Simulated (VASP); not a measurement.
Mg, 1 atom in the cell. Symmetry: Im-3m, No. 229, cubic system. Conventional cell: a = 3.546 Å, b = 3.546 Å, c = 3.546 Å, α = 90.00°, β = 90.00°, γ = 90.00°. Within 4.0 Å of Mg (site symmetry m-3m) lie 14 Mg at 3.07 to 3.55 Å. This isn't the form of Mg at room conditions, which is hcp.

| Property | Result |
| --- | --- |
| Program | VASP 6.6.1 |
| Task | single point |
| Functional | PBEsol |
| Dispersion | D3(BJ) |
| Potentials or basis | VASP PAW PBE potentials, release 64 (Mg) |
| Cutoff | 600 eV |
| k mesh | 11 × 11 × 11 |
| Occupations | tetrahedron |
| Spin | collinear spin, zero start |
| Starting moments | [0.0] μB |
| Dipole correction | no |
| Further INCAR settings | ALGO = Normal; EDIFF = 1e-06; NBANDS = 11 |

Potentials or basis: VASP PAW PBE potentials, release 64 (Mg).

Launch:

```bash
$ cat potpaw_PBE.64/Mg/POTCAR > POTCAR
$ mpirun -np 1 vasp_std > vasp.out
```

Hardware: 1 thread of AMD EPYC 9R45 96-Core Processor (Zen 5), on a shared host.

Task: How long does it take, and how much memory?

Result: Wall time 14 s on 1 thread of AMD EPYC 9R45 96-Core Processor (Zen 5), on a shared host, peak memory 0.16 GiB. Counts: scf iterations 10, k points 56.
